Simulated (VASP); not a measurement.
Set up this calculation in VASP 6.6.1, as the native input.

| Property | Result |
| --- | --- |
| Task | relaxation of cell and atoms |
| Functional | r2SCAN |
| Potentials or basis | VASP PAW PBE potentials, release 64 (Mg, B) |
| Cutoff | 600 eV |
| k mesh | 18 × 18 × 12 |
| Occupations | gaussian, width 0.1 eV |
| Spin | no spin polarisation |
| Dipole correction | no |
| Further INCAR settings | ALGO = Normal; EDIFF = 1e-06; IBRION = 2; EDIFFG = -0.005; NSW = 100; ISIF = 3 |

Crystal: MgB2.

```
Mg B
1.0
     3.08500    0.00000    0.00000
    -1.54250    2.67169    0.00000
     0.00000    0.00000    3.52300
Mg B
1 2
Direct
  0.00000 0.00000 0.00000
  0.33333 0.66667 0.50000
  0.66667 0.33333 0.50000
```

These files were run (other wordings do the same):

POSCAR

```
MgB2
1.0
    3.0850000000      0.0000000000      0.0000000000
   -1.5425000000      2.6716883707      0.0000000000
    0.0000000000      0.0000000000      3.5230000000
Mg B
1 2
Direct
    0.0000000000      0.0000000000      0.0000000000
    0.3333333333      0.6666666667      0.5000000000
    0.6666666667      0.3333333333      0.5000000000
```

INCAR.step1

```
SYSTEM = MgB2
PREC     = Accurate       ! precision mode
ENCUT    = 600            ! plane-wave cutoff, eV
ISMEAR   = 0              ! smearing method
SIGMA    = 0.1            ! smearing width, eV
LREAL    = .FALSE.        ! projectors in reciprocal space
LASPH    = .TRUE.         ! aspherical terms in the spheres
NELM     = 60             ! most SCF steps
GGA      = PE             ! functional
ALGO     = Normal         ! electronic algorithm
EDIFF    = 1E-4           ! SCF threshold, eV
LWAVE    = .TRUE.         ! write WAVECAR
LCHARG   = .FALSE.        ! write CHGCAR
```

INCAR.step2

```
SYSTEM = MgB2
PREC     = Accurate       ! precision mode
ENCUT    = 600            ! plane-wave cutoff, eV
EDIFF    = 1E-6           ! SCF threshold, eV
ISMEAR   = 0              ! smearing method
SIGMA    = 0.1            ! smearing width, eV
LREAL    = .FALSE.        ! projectors in reciprocal space
LASPH    = .TRUE.         ! aspherical terms in the spheres
NELM     = 60             ! most SCF steps
ALGO     = Normal         ! electronic algorithm
ISIF     = 3              ! what is computed and relaxed
LWAVE    = .FALSE.        ! write WAVECAR
LCHARG   = .FALSE.        ! write CHGCAR
METAGGA  = R2SCAN         ! meta-GGA
LMIXTAU  = .TRUE.       
IBRION   = 2              ! ionic algorithm
NSW      = 100            ! ionic steps
EDIFFG   = -0.005         ! ionic threshold
ISTART   = 1
```

KPOINTS

```
Automatic mesh
0
G
  18 18 12
  0 0 0
```

Potentials or basis: VASP PAW PBE potentials, release 64 (Mg, B).

The run is started by

```sh
$ cat potpaw_PBE.64/Mg/POTCAR potpaw_PBE.64/B/POTCAR > POTCAR
$ cp INCAR.step1 INCAR
$ mpirun -np 1 vasp_std > vasp.out
$ cp INCAR.step2 INCAR
$ mpirun -np 1 vasp_std > vasp.out
```

Results of the run:

The relaxed volume is 9.51 Å³/atom. The relaxed cell is a = 3.068 Å, b = 3.068 Å, c = 3.501 Å, α = 90.00°, β = 90.00°, γ = 120.00° and the space group after relaxing (to 0.1 Å) is P6/mmm (No. 191). The energy gained by relaxing is 1.4 meV/atom, the ionic steps are 6 and the pressure after relaxing is 0.0 GPa. The band gap on the k mesh is zero (bands 4 and 5 overlap by 4.04 eV).

Caveat: the PAW data sets were made with another functional, which shifts forces and pressure a little.

It took 18 min on 1 thread of Intel(R) Xeon(R) Platinum 8375C CPU @ 2.90GHz (Ice Lake), on a shared host, peak memory 0.24 GiB.
